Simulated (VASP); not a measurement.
Input of a VASP 6.6.1 run:

INCAR

```
SYSTEM = ZnCu2SnS4
PREC     = Accurate       ! precision mode
ENCUT    = 520            ! plane-wave cutoff, eV
EDIFF    = 1E-6           ! SCF threshold, eV
ISMEAR   = 0              ! smearing method
SIGMA    = 0.01           ! smearing width, eV
LREAL    = .False.        ! projectors in reciprocal space
LASPH    = .True.         ! aspherical terms in the spheres
NELM     = 80             ! most SCF steps
ALGO     = Normal         ! electronic algorithm
ISIF     = 2              ! what is computed and relaxed
LWAVE    = .False.        ! write WAVECAR
LCHARG   = .False.        ! write CHGCAR
GGA      = CA             ! functional
NBANDS   = 46             ! bands
```

File KPOINTS:

```
regular mesh
0
Gamma
  6 6 6
  0 0 0
```

Contents of POSCAR:

```
ZnCu2SnS4
1.0
   -2.7171000000      2.7171000000      5.4248000000
    2.7171000000     -2.7171000000      5.4248000000
    2.7171000000      2.7171000000     -5.4248000000
Sn Zn Cu S
1 1 2 4
Direct
    0.5000000000      0.5000000000      0.0000000000
    0.2500000000      0.7500000000      0.5000000000
    0.7500000000      0.2500000000      0.5000000000
    0.0000000000      0.0000000000      0.0000000000
    0.6279900000      0.6283900000      0.5128000000
    0.8848100000      0.3720100000      0.0004000000
    0.1155900000      0.1151900000      0.4872000000
    0.3716100000      0.8844100000      0.9996000000
```

Potentials or basis: VASP PAW LDA potentials, release 64 (Sn_d, Zn, Cu, S).

The run is started by

```sh
$ cat potpaw_LDA.64/Sn_d/POTCAR potpaw_LDA.64/Zn/POTCAR potpaw_LDA.64/Cu/POTCAR potpaw_LDA.64/S/POTCAR > POTCAR
$ mpirun -np 1 vasp_std > vasp.out
```

Task: Estimate the band gap on the k mesh.

Result: 0.23 eV.

Task: What does it give for the largest force?

Result: 0.644 eV/Å.

Task: What does it give for the pressure?

Result: -4.0 GPa.

Forces in eV/Å, atoms in the order of the input:
```
Sn   0.000  0.000  0.000
Zn   0.000  0.000  0.000
Cu   0.000  0.000  0.000
Cu   0.000  0.000  0.000
S    0.166  0.584 -0.215
S   -0.584  0.166  0.215
S   -0.166 -0.584 -0.215
S    0.584 -0.166  0.215
```

Caveat: the cell stands under tension; semilocal functionals underestimate gaps, and a narrow one can read as zero; spin-orbit coupling is left out, which moves the levels of the heavy elements.
